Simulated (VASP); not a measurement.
SnSe, 2 atoms in the cell. It takes space group R-3m (No. 166, trigonal). The conventional cell has a = 4.193 Å, b = 4.193 Å, c = 10.740 Å, α = 90.00°, β = 90.00°, γ = 120.00°. Within 4.0 Å of Sn (site symmetry -3m) lie 6 Se at 3.01 Å. Se (site symmetry -3m) has 6 Sn at 3.01 Å within 4.0 Å.  This cell differs from its parent crystal: equal xy, yz and zx shear strains of +3 %.

```yaml
Program: VASP 6.6.1
Task: electric field gradients
Functional: PBE
Potentials_or_basis: VASP PAW PBE potentials, release 64 (Sn_d, Se)
Cutoff: 520 eV
k_mesh: 9 × 9 × 9
Occupations: fermi-dirac, width 0.02 eV
Spin: no spin polarisation
Dipole_correction: no
Further_INCAR_settings: ALGO = Normal; EDIFF = 1e-08; NBANDS = 17
```

Potentials or basis: VASP PAW PBE potentials, release 64 (Sn_d, Se).

Run with:

```bash
$ cat potpaw_PBE.64/Sn_d/POTCAR potpaw_PBE.64/Se/POTCAR > POTCAR
$ mpirun -np 1 vasp_std > vasp.out
```

Hardware: 1 thread of Intel(R) Xeon(R) Platinum 8375C CPU @ 2.90GHz (Ice Lake) (shared host).

**Question.** How long does it take, and how much memory?

**Answer.** Run time: 54 s on 1 thread of Intel(R) Xeon(R) Platinum 8375C CPU @ 2.90GHz (Ice Lake) (shared host), peak memory 0.22 GiB. Counts: scf iterations 16, k points 85.
